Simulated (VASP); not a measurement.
A run of VASP 6.6.1 is set up as follows.

File INCAR:

```
SYSTEM = ZnS3
PREC = Accurate
ENCUT = 520
EDIFF = 1E-6
ISMEAR = 0
SIGMA = 0.1
LREAL = .FALSE.
LASPH = .TRUE.
NELM = 100
ALGO = Normal
ISIF = 2
LWAVE = .FALSE.
LCHARG = .FALSE.
GGA = PE
NBANDS = 23
```

KPOINTS

```
Automatic mesh
0
G
  4 4 4
  0 0 0
```

POSCAR

```
ZnS3
1.0
    4.8856119723      0.0000000000      0.0000000000
    0.0000000000      4.8856119723      0.0000000000
    0.0000000000      0.0000000000      2.6778059067
Zn S
1 3
Direct
    0.0000000000      0.0000000000      0.0000000000
    0.5000000000      0.5000000000      0.0000000000
    0.0000000000      0.5000000000      0.5000000000
    0.5000000000      0.0000000000      0.5000000000
```

Potentials or basis: VASP PAW PBE potentials, release 64 (Zn, S).

The run is started by

```console
$ cat potpaw_PBE.64/Zn/POTCAR potpaw_PBE.64/S/POTCAR > POTCAR
$ mpirun -np 1 vasp_std > vasp.out
```

Q: What does it give for the pressure?

A: 0.0 GPa.

Q: Predict the band gap on the k mesh.

A: Zero (bands 15 and 16 overlap by 3.57 eV).

Stress tensor (GPa, compression positive):
```
-0.04  0.00  0.00
 0.00 -0.04  0.00
 0.00  0.00  0.07
```

Caveat: the k points lie up to 0.59 Å⁻¹ apart, too coarse for converged energies and pressures of a metal.
